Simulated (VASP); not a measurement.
Set up this calculation in VASP 6.6.1, as the native input.

| Item | Value |
| --- | --- |
| Task | single point |
| Functional | LDA |
| Potentials or basis | VASP PAW LDA potentials, release 64 (Zn, Se) |
| Cutoff | 520 eV |
| k mesh | 10 × 10 × 10 |
| Occupations | gaussian, width 0.05 eV |
| Spin | no spin polarisation |
| Dipole correction | no |
| Further INCAR settings | ALGO = Normal; EDIFF = 1e-07; NBANDS = 16 |

The structure of ZnSe lies in POSCAR:

```
ZnSe
1.0
    0.0000000000      2.6667078986      3.2000494784
    2.6667078986      0.0000000000      3.2000494784
    2.6667078986      2.6667078986      0.0000000000
Zn Se
1 1
Direct
    0.0000000000      0.0000000000      0.0000000000
    0.7500000000      0.7500000000      0.7500000000
```

This cell differs from its parent crystal: ratio of the length along z to the lengths across it x 1.2, volume and fractional coordinates fixed.

One way to write it, as run:

INCAR

```
SYSTEM = ZnSe
PREC = Accurate
ENCUT = 520
EDIFF = 1E-7
ISMEAR = 0
SIGMA = 0.05
LREAL = .False.
LASPH = .True.
NELM = 60
ALGO = Normal
ISIF = 2
LWAVE = .False.
LCHARG = .True.
LELF = .True.
LVHAR = .True.
NBANDS = 16
```

KPOINTS

```
regular mesh
0
Gamma
  10 10 10
  0 0 0
```

Potentials or basis: VASP PAW LDA potentials, release 64 (Zn, Se).

Launch:

```sh
$ cat potpaw_LDA.64/Zn/POTCAR potpaw_LDA.64/Se/POTCAR > POTCAR
$ mpirun -np 1 vasp_std > vasp.out
```

It gave:

The pressure is -3.6 GPa. The band gap on the k mesh is 0.58 eV.

Caveat: the stress differs along the axes, from -10 to -0 GPa; semilocal functionals underestimate gaps, and a narrow one can read as zero.

It took 2.1 min on 1 thread of AMD EPYC 7R13, on a shared host, peak memory 0.18 GiB.
